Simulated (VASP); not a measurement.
Here is a VASP 6.6.1 calculation.

Contents of INCAR:

```
  PREC = Accurate
  ENCUT = 500
  EDIFF = 1E-6
  ISMEAR = 0
  SIGMA = 0.02
  LREAL = F
  LASPH = T
  NELM = 120
  ALGO = Normal
  ISIF = 2
  LWAVE = F
  LCHARG = F
  GGA = PE
  NBANDS = 16
  GGA_COMPAT = F
```

The input KPOINTS:

```
regular mesh
0
Gamma
  8 8 8
```

File POSCAR:

```
ZnSe
1.0
    0.0000000000      2.9584324283      2.9584324283
    2.9584324283      0.0000000000      2.9584324283
    2.9584324283      2.9584324283      0.0000000000
Zn Se
1 1
Direct
    0.0000000000      0.0000000000      0.0000000000
    0.2500000000      0.2500000000      0.2500000000
```

Potentials or basis: VASP PAW PBE potentials, release 64 (Zn, Se).

Command:

```bash
$ cat potpaw_PBE.64/Zn/POTCAR potpaw_PBE.64/Se/POTCAR > POTCAR
$ mpirun -np 1 vasp_std > vasp.out
```

Estimate the band gap on the k mesh.

0.80 eV, direct.

Predict the pressure.

-4.2 GPa.
